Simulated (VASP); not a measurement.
Set up this calculation in VASP 6.6.1, as the native input.

```yaml
Task: single point
Functional: PBEsol
Potentials_or_basis: VASP PAW PBE potentials, release 64 (Al, Fe)
Cutoff: 520 eV
k_mesh: 9 × 9 × 9
Occupations: gaussian, width 0.15 eV
Spin: collinear spin, ferromagnetic start
Starting_moments: "[0.08, 3.13] μB"
Fixed_moment: 3.2 μB
Dipole_correction: no
Further_INCAR_settings: ALGO = Normal; EDIFF = 1e-07; NBANDS = 16
```

The structure of AlFe lies in POSCAR:

```
AlFe
1.0
    2.9100000000      0.0000000000      0.0000000000
    0.0000000000      2.9100000000      0.0000000000
    0.0000000000      0.0000000000      2.9100000000
Al Fe
1 1
Direct
    0.0000000000      0.0000000000      0.0000000000
    0.5000000000      0.5000000000      0.5000000000
```

These files were run (other wordings do the same):

INCAR

```
SYSTEM = AlFe
ALGO = Normal
EDIFF = 1E-7
ENCUT = 520
GGA = PS
ISIF = 2
ISMEAR = 0
ISPIN = 2
LASPH = .TRUE.
LCHARG = .FALSE.
LMAXMIX = 4
LORBIT = 11
LREAL = .FALSE.
LWAVE = .FALSE.
MAGMOM = 0.08 3.13
NBANDS = 16
NELM = 150
NUPDOWN = 3.2
PREC = Accurate
SIGMA = 0.15
```

KPOINTS

```
k-points
0
G
  9 9 9
  0 0 0
```

Potentials or basis: VASP PAW PBE potentials, release 64 (Al, Fe).

Run with:

```sh
$ cat potpaw_PBE.64/Al/POTCAR potpaw_PBE.64/Fe/POTCAR > POTCAR
$ mpirun -np 1 vasp_std > vasp.out
```

Results of the run:

```yaml
Pressure: 15.2 GPa
Net_moment: 3.20 μB per cell
Site_moments: Al +0.03; Fe +2.92 μB
Valence_electrons_inside_the_program's_atomic_spheres: Al 0.85; Fe 7.25
```

Caveat: the PAW data sets were made with another functional, which shifts forces and pressure a little; the total moment is fixed, so each spin has its own Fermi level.

Run time: 16 s on 1 thread of Intel(R) Xeon(R) Platinum 8559C (Emerald Rapids), on a shared host, peak memory 0.15 GiB.
